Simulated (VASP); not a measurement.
# H3C2N in VASP: notebook

H3C2N is run at these levels: PBE+D3(BJ); tasks: single point.

Everything below comes from runs of VASP 6.6.1. Logs are shortened: lines on timing, memory, paths and dates and some standing lists are left out, and cuts for length are marked.

**1. The cell of the first run**

The cell holds an amorphous packing of atoms, 36 atoms: a = 8.052 Å, b = 8.052 Å, c = 8.052 Å, α = 90.00°, β = 90.00°, γ = 90.00°.

**2. Single point, PBE+D3(BJ)**

INCAR reads:

```
SYSTEM = H3C2N
PREC = Accurate ; ENCUT = 520
EDIFF = 1E-7 ; ISMEAR = -1
SIGMA = 0.05 ; LREAL = Auto
LASPH = .True. ; NELM = 80
ALGO = Normal ; ISIF = 2
LWAVE = .False. ; LCHARG = .False.
GGA = PE ; IVDW = 12
NBANDS = 72
```

KPOINTS reads:

```
regular mesh
0
Gamma
  1 1 1
  0 0 0
```

POSCAR reads:

```
H3C2N
1.0
    8.0517480000      0.0000000000      0.0000000000
    0.0000000000      8.0517480000      0.0000000000
    0.0000000000      0.0000000000      8.0517480000
C N H
12 6 18
Direct
    0.3807664726      0.2125295652      0.3252726845
    0.4740070591      0.2874488545      0.4590274223
    0.3086285861      0.7667230179      0.4362976695
    0.3296576250      0.6645509569      0.2892909496
    0.8791377546      0.5657150630      0.4315878676
    0.8949498105      0.6516387436      0.2739587497
    0.7750465306      0.1318971004      0.8514820795
    0.6222920783      0.0714442586      0.9251071740
    0.8507355615      0.0937655515      0.3083693304
    0.7665397253     -0.0070261246      0.4310157853
    0.2302737045      0.3376338439      0.8625911015
    0.1629170981      0.2394192764      0.7269194250
    0.5482423026      0.3499388302      0.5661308910
    0.3451802566      0.5803315667      0.1729684468
    0.9087955004      0.7227102042      0.1489595628
    0.5008213896      0.0264118813      0.9889153845
    0.6932093672     -0.0873143565      0.5260979729
    0.1064903243      0.1623463865      0.6181037553
    0.3595314832      0.3068017554      0.2290186736
    0.4481308912      0.1078601635      0.2699196283
    0.2614530570      0.1691683009      0.3749316148
    0.4294943957      0.8130506667      0.4802361753
    0.2271253892      0.8726343504      0.4095553482
    0.2519720100      0.6932198243      0.5363330660
    0.8952756879      0.6543682144      0.5339965614
    0.7549532342      0.5110317796      0.4456328463
    0.9729209425      0.4670728361      0.4421815693
    0.8616937364      0.0289163811      0.8313933332
    0.7472265550      0.1915012952      0.7322274927
    0.8322556181      0.2246142482      0.9337384741
    0.8544591611      0.2235679008      0.3496092593
    0.9775609004      0.0485149328      0.2890104964
    0.7822885175      0.0838250360      0.1908209951
    0.3653118564      0.3210794318      0.8693931124
    0.2029847118      0.4701597367      0.8447353203
    0.1757920054      0.2980984265      0.9813119812
```

Potentials or basis: VASP PAW PBE potentials, release 64 (C, N, H).

Launch:

```
$ cat potpaw_PBE.64/C/POTCAR potpaw_PBE.64/N/POTCAR potpaw_PBE.64/H/POTCAR > POTCAR
$ mpirun -np 1 vasp_gam > vasp.out
```

OUTCAR:

```text
SYSTEM = H3C2N
   PREC = Accurate
   ENCUT = 520
   EDIFF = 1E-7
   ISMEAR = -1
   LREAL = Auto
   LASPH = .True.
   NELM = 80
   ISIF = 2
   GGA = PE
   IVDW = 12
 IVDW          = 12

 ion  position               nearest neighbor table
   1  0.381  0.213  0.325-  20 1.10  21 1.10  19 1.10   2 1.44
   2  0.474  0.287  0.459-  13 1.16   1 1.44
   3  0.309  0.767  0.436-  23 1.10  24 1.10  22 1.10   4 1.45
   4  0.330  0.665  0.289-  14 1.16   3 1.45
   5  0.879  0.566  0.432-  25 1.10  26 1.10  27 1.10   6 1.45
   6  0.895  0.652  0.274-  15 1.16   5 1.45
   7  0.775  0.132  0.851-  28 1.10  29 1.10  30 1.10   8 1.45
   8  0.622  0.071  0.925-  16 1.16   7 1.45
   9  0.851  0.094  0.308-  32 1.10  31 1.10  33 1.10  10 1.45
  10  0.767  0.993  0.431-  17 1.16   9 1.45
  11  0.230  0.338  0.863-  34 1.10  36 1.10  35 1.10  12 1.45
  12  0.163  0.239  0.727-  18 1.17  11 1.45
  13  0.548  0.350  0.566-   2 1.16
  14  0.345  0.580  0.173-   4 1.16
  15  0.909  0.723  0.149-   6 1.16
  16  0.501  0.026  0.989-   8 1.16
  17  0.693  0.913  0.526-  10 1.16
  18  0.106  0.162  0.618-  12 1.17
[... 16 lines left out ...]
  35  0.203  0.470  0.845-  11 1.10
  36  0.176  0.298  0.981-  11 1.10

  LATTYP: Found a simple cubic cell.
 ALAT       =     8.0517480000

  Lattice vectors:

 A1 = (   8.0517480000,   0.0000000000,   0.0000000000)
 A2 = (   0.0000000000,   8.0517480000,   0.0000000000)
 A3 = (   0.0000000000,   0.0000000000,   8.0517480000)

Analysis of symmetry for initial positions (statically):
=====================================================================
 Subroutine PRICEL returns:
 Original cell was already a primitive cell.

 Routine SETGRP: Setting up the symmetry group for a
 simple cubic supercell.

 Subroutine GETGRP returns: Found  1 space group operations
 (whereof  1 operations were pure point group operations)
 out of a pool of 48 trial point group operations.

The static configuration has the point symmetry C_1 .

Analysis of symmetry for dynamics (positions and initial velocities):
=====================================================================
 Subroutine PRICEL returns:
 Original cell was already a primitive cell.

 Routine SETGRP: Setting up the symmetry group for a
 simple cubic supercell.

 Subroutine GETGRP returns: Found  1 space group operations
 (whereof  1 operations were pure point group operations)
 out of a pool of 48 trial point group operations.

The dynamic configuration has the point symmetry C_1 .

 Subroutine INISYM returns: Found  1 space group operations
 (whereof  1 operations are pure point group operations),
 and found     1 'primitive' translations

----------------------------------------------------------------------------------------

                                     Primitive cell

  volume of cell :     522.0000

  direct lattice vectors                    reciprocal lattice vectors
     8.051748000  0.000000000  0.000000000     0.124196634  0.000000000  0.000000000
     0.000000000  8.051748000  0.000000000     0.000000000  0.124196634  0.000000000
     0.000000000  0.000000000  8.051748000     0.000000000  0.000000000  0.124196634

  length of vectors
     8.051748000  8.051748000  8.051748000     0.124196634  0.124196634  0.124196634

  position of ions in fractional coordinates (direct lattice)
     0.380766473  0.212529565  0.325272684
     0.474007059  0.287448854  0.459027422
     0.308628586  0.766723018  0.436297670
     0.329657625  0.664550957  0.289290950
     0.879137755  0.565715063  0.431587868
     0.894949811  0.651638744  0.273958750
[... 28 lines left out ...]
     0.202984712  0.470159737  0.844735320
     0.175792005  0.298098426  0.981311981

  ion indices of the primitive-cell ions
   primitive index   ion index
                 1           1
                 2           2
                 3           3
                 4           4
                 5           5
                 6           6
[... 28 lines left out ...]
                35          35
                36          36

----------------------------------------------------------------------------------------

 KPOINTS: regular mesh

Automatic generation of k-mesh.
 Grid dimensions read from file:
 generate k-points for:    1    1    1

 Generating k-lattice:

  Cartesian coordinates                     Fractional coordinates (reciprocal lattice)
     0.124196634  0.000000000  0.000000000     1.000000000  0.000000000  0.000000000
     0.000000000  0.124196634  0.000000000     0.000000000  1.000000000  0.000000000
     0.000000000  0.000000000  0.124196634     0.000000000  0.000000000  1.000000000

  Length of vectors
     0.124196634  0.124196634  0.124196634

  Shift w.r.t. Gamma in fractional coordinates (k-lattice)
     0.000000000  0.000000000  0.000000000

 Subroutine IBZKPT returns following result:
 ===========================================

 Found      1 irreducible k-points:

 Following reciprocal coordinates:
            Coordinates               Weight
  0.000000  0.000000  0.000000      1.000000
   k-points           NKPTS =      1   k-points in BZ     NKDIM =      1   number of bands    NBANDS=     72
   number of dos      NEDOS =    301   number of ions     NIONS =     36
   total plane-waves  NPLWV = 216000
   dimension x,y,z NGX =    60 NGY =   60 NGZ =   60
   dimension x,y,z NGXF=   120 NGYF=  120 NGZF=  120
   ions per type =              12   6  18
   NGX,Y,Z   is equivalent  to a cutoff of  12.39, 12.39, 12.39 a.u.
   NGXF,Y,Z  is equivalent  to a cutoff of  24.78, 24.78, 24.78 a.u.
 SYSTEM =  H3C2N
   PREC   = accura    normal or accurate (medium, high low for compatibility)
   ISTART =      0    job   : 0-new  1-cont  2-samecut
   ICHARG =      2    charge: 1-file 2-atom 10-const
   ISPIN  =      1    spin polarized calculation?
   LNONCOLLINEAR =      F non collinear calculations
   LSORBIT =      F    spin-orbit coupling
   LASPH  =      T    aspherical Exc in radial PAW
   ENCUT  =  520.0 eV  38.22 Ry    6.18 a.u.  14.97 14.97 14.97*2*pi/ulx,y,z
   NELM   =     80;   NELMIN=  2; NELMDL= -5     # of ELM steps
   EDIFF  = 0.1E-06   stopping-criterion for ELM
   LREAL  =      T    real-space projection
   EDIFFG = 0.1E-05   stopping-criterion for IOM
   NSW    =      0    number of steps for IOM
   IBRION =     -1    ionic relax: 0-MD 1-quasi-New 2-CG
   NFREE  =      0    steps in history (QN), initial steepest desc. (CG)
   ISIF   =      2    stress and relaxation
   ISYM   =      2    0-nonsym 1-usesym 2-fastsym
   POTIM  = 0.5000    time-step for ionic-motion
   TEBEG  =    0.0;   TEEND  =   0.0 temperature during run
   PSTRESS=    0.0 pullay stress
   NELECT =      96.0000    total number of electrons
   NUPDOWN=      -1.0000    fix difference up-down
   EMIN   =  10.00;   EMAX   =-10.00  energy-range for DOS
   EFERMI =   0.00;   METHOD = LEGACY
   ISMEAR =    -1;   SIGMA  =   0.05  broadening in eV -4-tet -1-fermi 0-gaus
   EFERMI_NEDOS =   21; number of points for ismear=-14 and -15
   IALGO  =     38    algorithm
   IMIX   =      4    mixing-type and parameters
     AMIX     =   0.40;   BMIX     =  1.00
     AMIX_MAG =   1.60;   BMIX_MAG =  1.00
  volume/ion in A,a.u.               =      14.50        97.85
  Fermi-wavevector in a.u.,A,eV,Ry     =   0.930983  1.759303 11.792568  0.866729
  Thomas-Fermi vector in A             =   2.057429
   LORBIT       =      0    0 simple, 1 ext, 2 COOP (PROOUT), +10 PAW based schemes
   GGA     = PE    functional components
   LHFCALC =     F    Hartree Fock is set to
   AEXX    =    0.0000 exact exchange contribution
   IVDW    =    12    specifies the selected vdW correction
   LEPSILON=     F    determine dielectric tensor
   LRPA    =     F    only Hartree local field effects (RPA)
 non-spin polarized calculation
  energy-cutoff  :      520.00
  volume of cell :      522.00
 maximum number of plane-waves:      6999
 NGX is ok and might be reduce to    60
   NGX = 29   NGY = 29   NGZ = 29

 number of electron      95.9999999 magnetization

 Free energy of the ion-electron system (eV)
  ---------------------------------------------------
  ext. energy  EPLUGINS =         0.00000000
  ---------------------------------------------------
  free energy    TOTEN  =      -221.10230720 eV

  energy without entropy =     -221.10230720  energy(sigma->0) =     -221.10230720

 E-fermi :  -3.4168     XC(G=0):  -6.1753

 val. band max:       -4.6728146381   @ k =   0.0000   0.0000   0.0000
 cond. band min:       1.6614164074   @ k =   0.0000   0.0000   0.0000
 fundamental gap:      6.3342310455
 Fermi energy:        -3.4167753112

 k-point     1 :       0.0000    0.0000    0.0000
  band No.  band energies     occupation
      1     -19.8793      2.00000
      2     -19.7953      2.00000
      3     -19.7296      2.00000
      4     -19.5113      2.00000
      5     -19.5074      2.00000
      6     -19.4589      2.00000
[... 52 lines left out ...]
     59       2.9007      0.00000
     60       3.0906      0.00000
 [bands above 60 left out]

------------------------ aborting loop because EDIFF is reached ----------------------------------------

 Edisp (eV)   -1.67037

 E8    (eV) :    -0.4050

  FORCE on cell =-STRESS in cart. coord.  units (eV):
  Direction    XX          YY          ZZ          XY          YZ          ZX
  --------------------------------------------------------------------------------------
  -------------------------------------------------------------------------------------
  Total       0.57042     0.00425     0.40344     0.29909    -0.23965    -0.44052
  in kB       1.75079     0.01305     1.23829     0.91798    -0.73557    -1.35210
  external pressure =        1.00 kB  Pullay stress =        0.00 kB

 VOLUME and BASIS-vectors are now :
 -----------------------------------------------------------------------------
  energy-cutoff  :      520.00
  volume of cell :      522.00
      direct lattice vectors                 reciprocal lattice vectors
     8.051748000  0.000000000  0.000000000     0.124196634  0.000000000  0.000000000
     0.000000000  8.051748000  0.000000000     0.000000000  0.124196634  0.000000000
     0.000000000  0.000000000  8.051748000     0.000000000  0.000000000  0.124196634

 POSITION                                       TOTAL-FORCE (eV/Angst)
 -----------------------------------------------------------------------------------
      3.06584      1.71123      2.61901         0.017352     -0.022920      0.043096
      3.81659      2.31447      3.69597        -0.187379     -0.165618     -0.273013
      2.48500      6.17346      3.51296         0.042383     -0.058099     -0.049576
      2.65432      5.35080      2.32930        -0.050937      0.161751      0.281739
      7.07860      4.55500      3.47504         0.008233      0.023850     -0.055448
      7.20591      5.24683      2.20585        -0.031371     -0.169884      0.315553
[... 28 lines left out ...]
      1.63438      3.78561      6.80160         0.012431     -0.042637      0.021063
      1.41543      2.40021      7.90128         0.017500      0.010573     -0.066512
 -----------------------------------------------------------------------------------
    total drift:                               -0.004851     -0.005884     -0.001612

  FREE ENERGIE OF THE ION-ELECTRON SYSTEM (eV)
  ---------------------------------------------------
  free  energy   TOTEN  =      -222.7726745145 eV

  energy  without entropy=     -222.7726745145  energy(sigma->0) =     -222.77267451
```

Wall time 61 s (1 thread of Intel Xeon Platinum 8488C (Sapphire Rapids), shared host); peak memory 0.46 GiB.

What came out:

| Quantity | Value |
| --- | --- |
| Free energy | -222.7727 eV |
| Pressure | 0.1 GPa |
| Largest force | 0.412 eV/Å |
| Band gap on the k mesh | 6.33 eV |
| Dispersion energy per atom | -0.046 eV |

Forces on the atoms (eV/Å):
```
C    0.017 -0.023  0.043
C   -0.187 -0.166 -0.273
C    0.042 -0.058 -0.050
C   -0.051  0.162  0.282
C    0.008  0.024 -0.055
C   -0.031 -0.170  0.316
C   -0.089 -0.038  0.010
C    0.374  0.140 -0.102
C   -0.051 -0.053  0.019
C    0.126  0.193 -0.260
C   -0.040 -0.053 -0.081
C    0.047  0.140  0.139
N    0.167  0.135  0.233
N    0.027 -0.124 -0.180
N    0.033  0.153 -0.271
N   -0.332 -0.123  0.123
N   -0.091 -0.136  0.181
N    0.009  0.012  0.004
H   -0.016  0.021 -0.010
H    0.001 -0.006 -0.004
H   -0.006  0.005 -0.017
H   -0.016 -0.016 -0.006
H   -0.005  0.016 -0.004
H    0.025  0.005 -0.002
H    0.000 -0.004  0.003
H    0.002 -0.001 -0.002
H    0.018 -0.016  0.000
H    0.004 -0.007 -0.004
H   -0.002  0.006 -0.005
H    0.000 -0.002 -0.004
H    0.006 -0.015  0.009
H   -0.004  0.003  0.010
H    0.031  0.008  0.024
H   -0.047  0.019 -0.018
H    0.012 -0.043  0.021
H    0.018  0.011 -0.067
```

Levels at points of the mesh, in eV from the valence-band top:
| k point | band 44 | band 45 | band 46 | band 47 | band 48 | band 49 | band 50 | band 51 | band 52 | band 53 |
| --- | --- | --- | --- | --- | --- | --- | --- | --- | --- | --- |
| (0.00, 0.00, 0.00) | -0.31 | -0.25 | -0.20 | -0.15 | 0.00 | 6.33 | 6.62 | 6.87 | 6.93 | 7.03 |

Caveat: the k points lie up to 0.78 Å⁻¹ apart.

**3. Single point, PBE+D3(BJ)**

INCAR reads:

```
ALGO = Normal ; EDIFF = 1E-7
ENCUT = 520 ; GGA = PE
ISIF = 2 ; ISMEAR = -1
IVDW = 12 ; LASPH = True
LCHARG = False ; LREAL = Auto
LWAVE = False ; NBANDS = 72
NELM = 60 ; PREC = Accurate
SIGMA = 0.05
```

KPOINTS reads:

```
k-points
0
Gamma
  1 1 1
```

POSCAR reads:

```
H3C2N
1.0
    8.0517480000      0.0000000000      0.0000000000
    0.0000000000      8.0517480000      0.0000000000
    0.0000000000      0.0000000000      8.0517480000
C N H
12 6 18
Direct
    0.2634210609      0.3141802252      0.3722173123
    0.4317075000      0.3509548486      0.4349738715
    0.3382619526      0.7985719374      0.5445401421
    0.4092527486      0.7487318282      0.3806875228
    0.8888007921      0.5489615423      0.3679325284
    0.9654922136      0.6736177039      0.2487906974
    0.6894403551      0.1572453584      1.0332663168
    0.5853138971      0.0920421255      0.8984384509
    0.8410844453      0.0246778712      0.3472786282
    0.7964605946     -0.0597510007      0.5085231182
    0.2173689490      0.2346819597      0.9102868098
    0.0938926554      0.2416369713      0.7731613061
    0.5578416016      0.3397523122      0.4828516739
    0.4564102106      0.7085790564      0.2489273137
    0.9881332600      0.7379639800      0.1223088452
    0.4882542275      0.0417673280      0.8001864937
    0.7359395749     -0.1148570472      0.6303600162
   -0.0060483761      0.2713820651      0.6765984231
    0.2096811773      0.4440153865      0.3061943816
    0.2644767323      0.2402335493      0.2538330807
    0.1459310450      0.2905828647      0.4682337301
    0.3567051527      0.6915516978      0.6116932621
    0.4005962432      0.9058529899      0.5918342203
    0.2021424416      0.7906730315      0.5644488625
    0.9056170163      0.5665850446      0.5130935543
    0.7678705295      0.5434844707      0.3184898484
    0.9305308611      0.4168535826      0.3380756576
    0.6138418639      0.2633962215      1.1095106305
    0.7058343108      0.0413574791      1.1018973768
    0.8082592749      0.1818362919      0.9630827989
    0.9683114772      0.0700344820      0.3860279780
    0.8648060024     -0.0647809643      0.2372776694
    0.7857796841      0.1543143178      0.3465086091
    0.1454839372      0.1632813148      1.0216415119
    0.3230602845      0.1552209533      0.8819575575
    0.2602416270      0.3568045100      0.9536811137
```

Potentials or basis: VASP PAW PBE potentials, release 64 (C, N, H).

Launch:

```
$ cat potpaw_PBE.64/C/POTCAR potpaw_PBE.64/N/POTCAR potpaw_PBE.64/H/POTCAR > POTCAR
$ mpirun -np 1 vasp_gam > vasp.out
```

Run time: 59 s. Hardware: 1 thread of Intel Xeon Platinum 8488C (Sapphire Rapids), shared host; peak memory 0.46 GiB.

Results (log left out):

| Item | Value |
| --- | --- |
| Free energy | -217.9436 eV |
| Pressure | -0.9 GPa |
| Largest force | 12.457 eV/Å |
| Band gap on the k mesh | 5.46 eV |
| Dispersion energy per atom | -0.046 eV |

Forces on the atoms (eV/Å):
```
C    -2.882   3.418  -1.069
C   -11.784  -0.830  -3.953
C    -0.502  -0.344  -2.431
C    -1.227   0.598  -0.097
C     2.405  -0.174   0.932
C    -0.923  -2.820   1.762
C    -1.322   0.228  -1.136
C    -1.659  -0.087  -1.000
C     2.035   0.246   2.261
C    -1.488   0.135  -0.501
C    -2.738  -1.360   1.422
C     2.922   0.323   3.220
N    10.691  -0.326   3.907
N     0.063   0.153   0.693
N     0.697   1.039  -0.920
N     1.878   0.607   1.376
N     1.341   0.180  -1.403
N    -1.900   0.196  -2.122
H     1.246  -2.119   1.363
H     0.147  -0.262   1.186
H     2.811  -0.064  -1.551
H     1.510  -2.021   2.206
H     0.159   0.523   0.604
H    -0.027   0.995  -1.134
H    -0.546   0.043  -2.482
H    -1.983   0.320   0.374
H     0.263   1.263   0.230
H     1.852  -1.771  -1.421
H     0.140   0.405   0.595
H    -0.495   0.664   1.086
H    -0.092  -0.476  -0.612
H    -0.824   1.419   1.319
H    -0.494  -1.423  -0.492
H     1.202   1.274  -1.675
H    -0.154  -0.013  -0.305
H    -0.323   0.060  -0.230
```

Stress tensor (GPa, compression positive):
```
 2.60 -1.45  3.24
-1.45 -2.09 -0.89
 3.24 -0.89 -3.32
```

Levels at points of the mesh, in eV from the valence-band top:
```
           k point  band 45  band 46  band 47  band 48  band 49  band 50  band 51  band 52
(0.00, 0.00, 0.00)    -0.47    -0.39    -0.21     0.00     5.46     5.77     6.04     6.15
```

Caveat: the k points lie up to 0.78 Å⁻¹ apart.

[end of part 1 of 2]
